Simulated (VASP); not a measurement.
# V (Pm-3m) in VASP: a series of runs

The runs below take V through single point, with PBE.

Program: VASP 6.6.1. These are calculated values, not measurements. Logs are shortened: lines on timing, memory, paths and dates and some standing lists are left out, and cuts for length are marked.

### Step 1. The cell of the first run

Symmetry: Pm-3m, No. 221, cubic system. Conventional cell: a = 1.879 Å, b = 1.879 Å, c = 1.879 Å, α = 90.00°, β = 90.00°, γ = 90.00°. Within 2.5 Å of V (site symmetry m-3m) lie 6 V at 1.88 Å.

### Step 2. Single point, PBE (volume scaled by 0.45)

Input file INCAR:

```
SYSTEM = V
PREC = Accurate
ENCUT = 520
EDIFF = 1E-7
ISMEAR = -1
SIGMA = 0.08
LREAL = .False.
LASPH = .True.
NELM = 60
ALGO = Normal
ISIF = 2
LWAVE = .False.
LCHARG = .False.
GGA = PE
NBANDS = 12
```

Input file KPOINTS:

```
Automatic mesh
0
Gamma
  15 15 15
  0 0 0
```

Input file POSCAR:

```
V
1.0
    1.8786737264      0.0000000000      0.0000000000
    0.0000000000      1.8786737264      0.0000000000
    0.0000000000      0.0000000000      1.8786737264
V
1
Direct
    0.0000000000      0.0000000000      0.0000000000
```

Potentials or basis: VASP PAW PBE potentials, release 64 (V_sv).

Launch:

```console
$ cat potpaw_PBE.64/V_sv/POTCAR > POTCAR
$ mpirun -np 1 vasp_std > vasp.out
```

OUTCAR:

```text
SYSTEM = V
   PREC = Accurate
   ENCUT = 520
   EDIFF = 1E-7
   ISMEAR = -1
   LREAL = .False.
   LASPH = .True.
   NELM = 60
   ISIF = 2
   GGA = PE

 ion  position               nearest neighbor table
   1  0.000  0.000  0.000-

  LATTYP: Found a simple cubic cell.
 ALAT       =     1.8786737264

  Lattice vectors:

 A1 = (   1.8786737264,   0.0000000000,   0.0000000000)
 A2 = (   0.0000000000,   1.8786737264,   0.0000000000)
 A3 = (   0.0000000000,   0.0000000000,   1.8786737264)

Analysis of symmetry for initial positions (statically):
=====================================================================
 Subroutine PRICEL returns:
 Original cell was already a primitive cell.

 Routine SETGRP: Setting up the symmetry group for a
 simple cubic supercell.

 Subroutine GETGRP returns: Found 48 space group operations
 (whereof 48 operations were pure point group operations)
 out of a pool of 48 trial point group operations.

The static configuration has the point symmetry O_h .

Analysis of symmetry for dynamics (positions and initial velocities):
=====================================================================
 Subroutine PRICEL returns:
 Original cell was already a primitive cell.

 Routine SETGRP: Setting up the symmetry group for a
 simple cubic supercell.

 Subroutine GETGRP returns: Found 48 space group operations
 (whereof 48 operations were pure point group operations)
 out of a pool of 48 trial point group operations.

The dynamic configuration has the point symmetry O_h .

 Subroutine INISYM returns: Found 48 space group operations
 (whereof 48 operations are pure point group operations),
 and found     1 'primitive' translations

----------------------------------------------------------------------------------------

                                     Primitive cell

  volume of cell :       6.6306

  direct lattice vectors                    reciprocal lattice vectors
     1.878673726  0.000000000  0.000000000     0.532290406  0.000000000  0.000000000
     0.000000000  1.878673726  0.000000000     0.000000000  0.532290406  0.000000000
     0.000000000  0.000000000  1.878673726     0.000000000  0.000000000  0.532290406

  length of vectors
     1.878673726  1.878673726  1.878673726     0.532290406  0.532290406  0.532290406

  position of ions in fractional coordinates (direct lattice)
[... 76 lines left out ...]
   NELM   =     60;   NELMIN=  2; NELMDL= -5     # of ELM steps
   EDIFF  = 0.1E-06   stopping-criterion for ELM
   LREAL  =      F    real-space projection
   EDIFFG = 0.1E-05   stopping-criterion for IOM
   NSW    =      0    number of steps for IOM
   IBRION =     -1    ionic relax: 0-MD 1-quasi-New 2-CG
   NFREE  =      0    steps in history (QN), initial steepest desc. (CG)
   ISIF   =      2    stress and relaxation
   ISYM   =      2    0-nonsym 1-usesym 2-fastsym
   POTIM  = 0.5000    time-step for ionic-motion
   TEBEG  =    0.0;   TEEND  =   0.0 temperature during run
   PSTRESS=    0.0 pullay stress
   NELECT =      13.0000    total number of electrons
   NUPDOWN=      -1.0000    fix difference up-down
   EMIN   =  10.00;   EMAX   =-10.00  energy-range for DOS
   EFERMI =   0.00;   METHOD = LEGACY
   ISMEAR =    -1;   SIGMA  =   0.08  broadening in eV -4-tet -1-fermi 0-gaus
   EFERMI_NEDOS =   21; number of points for ismear=-14 and -15
   IALGO  =     38    algorithm
   IMIX   =      4    mixing-type and parameters
     AMIX     =   0.40;   BMIX     =  1.00
     AMIX_MAG =   1.60;   BMIX_MAG =  1.00
  volume/ion in A,a.u.               =       6.63        44.75
  Fermi-wavevector in a.u.,A,eV,Ry     =   2.048981  3.872013 57.121651  4.198323
  Thomas-Fermi vector in A             =   3.052269
   LORBIT       =      0    0 simple, 1 ext, 2 COOP (PROOUT), +10 PAW based schemes
   GGA     = PE    functional components
   LHFCALC =     F    Hartree Fock is set to
   AEXX    =    0.0000 exact exchange contribution
   IVDW    =     0    specifies the selected vdW correction
   LEPSILON=     F    determine dielectric tensor
   LRPA    =     F    only Hartree local field effects (RPA)
 non-spin polarized calculation
  energy-cutoff  :      520.00
  volume of cell :        6.63
 maximum number of plane-waves:       187
 NGX is ok and might be reduce to    14
   NGX =  7   NGY =  7   NGZ =  7

 number of electron      12.9999983 magnetization

 Free energy of the ion-electron system (eV)
  ---------------------------------------------------
  ext. energy  EPLUGINS =         0.00000000
  ---------------------------------------------------
  free energy    TOTEN  =        -1.26183440 eV

  energy without entropy =       -1.24693776  energy(sigma->0) =       -1.25438608

 E-fermi :  22.3016     XC(G=0): -17.1731

 val. band max:       22.2912829971   @ k =   0.2667   0.2000   0.1333
 cond. band min:      22.3228449942   @ k =   0.4000   0.2000   0.1333
 fundamental gap:      0.0315619971
 Fermi energy:        22.3015949655

 k-point     1 :       0.0000    0.0000    0.0000
  band No.  band energies     occupation
      1     -44.4898      2.00000
      2     -12.9778      2.00000
      3     -12.9778      2.00000
      4     -12.9778      2.00000
      5      15.5325      2.00000
      6      15.5325      2.00000
      7      15.9959      2.00000
      8      30.0856      0.00000
      9      30.0856      0.00000
     10      30.0856      0.00000
     11      53.0306      0.00000
     12      53.0306      0.00000
[... 331 lines left out ...]
 k-point    24 :       0.3333    0.2000    0.0000
  band No.  band energies     occupation
      1     -42.4524      2.00000
      2     -18.4459      2.00000
      3     -15.0690      2.00000
      4     -12.1142      2.00000
      5      17.9559      2.00000
      6      18.6062      2.00000
      7      23.1133      0.00008
      8      25.7887      0.00000
      9      28.4521      0.00000
     10      28.4825      0.00000
     11      42.7103      0.00000
     12      49.6328      0.00000

 [... further k-points ...]
[... 5 lines left out ...]
  --------------------------------------------------------------------------------------
  -------------------------------------------------------------------------------------
  Total       22.9062721     22.9062721     22.9062721      0.0000000      0.0000000      0.0000000
  in kB     5534.9144448   5534.9144448   5534.9144448      0.0000000      0.0000000      0.0000000
  external PRESSURE =    5534.9144448 kB  Pullay stress =       0.0000000 kB

 VOLUME and BASIS-vectors are now :
 -----------------------------------------------------------------------------
  energy-cutoff  :      520.00
  volume of cell :        6.63
      direct lattice vectors                 reciprocal lattice vectors
     1.878673726  0.000000000  0.000000000     0.532290406  0.000000000  0.000000000
     0.000000000  1.878673726  0.000000000     0.000000000  0.532290406  0.000000000
     0.000000000  0.000000000  1.878673726     0.000000000  0.000000000  0.532290406

 POSITION                                       TOTAL-FORCE (eV/Angst)
 -----------------------------------------------------------------------------------
      0.00000      0.00000      0.00000         0.000000      0.000000      0.000000
 -----------------------------------------------------------------------------------
    total drift:                               -0.000000     -0.000000     -0.000000

  FREE ENERGIE OF THE ION-ELECTRON SYSTEM (eV)
  ---------------------------------------------------
  free  energy   TOTEN  =        -1.2618343955 eV

  energy  without entropy=       -1.2469377588  energy(sigma->0) =       -1.25438608
```

stdout:

```text
POSCAR found type information on POSCAR V
 POSCAR found :  1 types and       1 ions
 scaLAPACK will be used
 LDA part: xc-table for (Slater+PW92), standard interpolation
 POSCAR, INCAR and KPOINTS ok, starting setup
 FFT: planning ... GRIDC
 FFT: planning ... GRID_SOFT
 FFT: planning ... GRID
 WAVECAR not read
 entering main loop
```

Run time: 3.6 s. Hardware: 1 thread of Intel Xeon 6975P-C, shared host; peak memory 0.11 GiB.

What came out:

| Property | Result |
| --- | --- |
| Free energy | -1.2618 eV |
| Pressure | 553.5 GPa |

### Step 3. Single point, PBE (volume scaled by 0.45)

Input file INCAR:

```
PREC = Accurate
ENCUT = 520
EDIFF = 1E-6
ISMEAR = -1
SIGMA = 0.08
LREAL = False
LASPH = True
NELM = 100
ALGO = Normal
ISIF = 2
LWAVE = False
LCHARG = True
GGA = PE
LELF = True
LVHAR = True
NBANDS = 12
```

Input file KPOINTS:

```
regular mesh
0
Gamma
  15 15 15
```

POSCAR is that of step 2.

Potentials or basis: VASP PAW PBE potentials, release 64 (V_sv).

Launch:

```console
$ cat potpaw_PBE.64/V_sv/POTCAR > POTCAR
$ mpirun -np 1 vasp_std > vasp.out
```

Run time: 3.9 s. Hardware: 1 thread of Intel Xeon 6975P-C, shared host; peak memory 0.12 GiB.

Results (log left out):

| Property | Result |
| --- | --- |
| Free energy | -1.2618 eV |
| Pressure | 553.5 GPa |

Levels at points of the mesh, in eV from the Fermi level:
```tsv
k point	band 4	band 5	band 6	band 7	band 8	band 9	band 10	band 11
(0.00, 0.00, 0.00)	-35.28	-6.77	-6.77	-6.31	7.78	7.78	7.78	30.73
```

[end of part 1 of 2]
